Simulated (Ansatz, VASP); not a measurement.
**MgS: VASP beside Ansatz**

```
CELL_PARAMETERS angstrom
0.00000 2.85396 2.80875
2.85396 0.00000 2.80875
2.85396 2.85396 0.00000
ATOMIC_POSITIONS crystal
Mg 0.00000 0.00000 0.00000
S 0.25000 0.25000 0.25000
```

Change from the starting cell: strained cell.

Alike in both runs: task relaxation of the atoms; functional PBEsol; k mesh 6 × 6 × 6; occupations gaussian, width 0.02 eV; no spin polarisation.

```csv
,VASP,Ansatz
version,VASP 6.6.1,Ansatz 0.2.0
potentials or method,"VASP PAW PBE potentials, release 64 (Mg, S), cutoff 520 eV","scalar-relativistic, plane waves, PAW"
valence electrons in the cell,8,16
```

```csv
,VASP,Ansatz,Ansatz less VASP
"gap on the k mesh at the Fermi level, each at its own relaxed structure (eV)",3.23,3.23,-0.002
```

VASP's potentials were made for PBE, not for PBEsol, and Ansatz warns of the same on its side. VASP's potentials hold 8 valence electrons a cell and Ansatz's 16, so a difference there can come from the potentials and not from the codes. Ansatz's warnings: stress scf threshold loose.

Noted on VASP's run: the relaxation stopped at its first step, so nothing moved.
